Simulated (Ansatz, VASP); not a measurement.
One calculation of InAs, two programs

```xyz
2
Lattice="0.0000 3.0180 3.0180 3.0180 0.0000 3.0180 3.0180 3.0180 0.0000" Properties=species:S:1:pos:R:3 pbc="T T T"
In    0.0000    0.0000    0.0000
As    4.5270    4.5270    4.5270
```

Alike in both runs: functional PBEsol; k mesh 6 × 6 × 6; occupations fermi-dirac, width 0.05 eV; non-collinear spin, spin-orbit coupling.

|  | VASP | Ansatz |
| --- | --- | --- |
| version | VASP 6.6.1 | Ansatz 0.2.0 |
| potentials or method | VASP PAW PBE potentials, release 64 (In_d, As) | Ansatz PAW |
| plane-wave cutoff (eV) | 520 | 420 |
| valence electrons in the cell | 18 | 28 |
| task | single point | band structure |

Ansatz gave:

```
pressure (GPa)           : 1.5
net moment per atom (μB) : 0.00
```

Problem. What did VASP give for the same quantities?

Solution. Pressure (GPa): 1.6; net moment per atom (μB): 0.00.

VASP's potentials were made for PBE, not for PBEsol. The functional is the same, so the differences come from potentials, cutoffs and numerics. VASP's potentials hold 18 valence electrons a cell and Ansatz's 28, so a difference there can come from the potentials and not from the codes.
